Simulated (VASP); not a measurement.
Runs of VASP 6.6.1 on SnO2. The structure is that of space group P6_3/mmc (No. 194), or close to it. The cells are those of the table. 

| cell | gap on the mesh (eV) | pressure (GPa) | largest force (eV/Å) |
| --- | --- | --- | --- |
| a = 3.304, b = 3.304, c = 11.037 Å, angles 90.0, 90.0, 120.0°, 6 atoms | 1.69 | (c) | 0.95 |
| a = 3.176, b = 3.176, c = 10.608 Å, angles 90.0, 90.0, 120.0°, 6 atoms | (b) | 3.1 | 0.25 |
| a = 3.209, b = 3.209, c = 10.718 Å, angles 90.0, 90.0, 120.0°, 6 atoms | 2.17 | (a) | 0.12 |
| a = 3.241, b = 3.241, c = 10.826 Å, angles 90.0, 90.0, 120.0°, 6 atoms | 1.99 | -5.0 | 0.44 |
| a = 3.273, b = 3.273, c = 10.933 Å, angles 90.0, 90.0, 120.0°, 6 atoms | 1.83 | -8.1 | (d) |

Alike in all rows: task single point; level PBEsol; potentials or basis VASP PAW PBE potentials, release 64 (Sn_d, O); no spin polarisation; k mesh 12 × 12 × 2; cutoff (eV) 520; smearing gaussian 0.01 eV.

Question: Fill in the values left out.

Answer: (a) -1.3; (b) 2.36; (c) -10.6; (d) 0.71.

Caveats: the PAW data sets were made with another functional, which shifts forces and pressure a little; spin-orbit coupling is left out, which moves the levels of the heavy elements.

A k mesh can miss the band edges, and the runs leave out spin-orbit coupling on Sn.
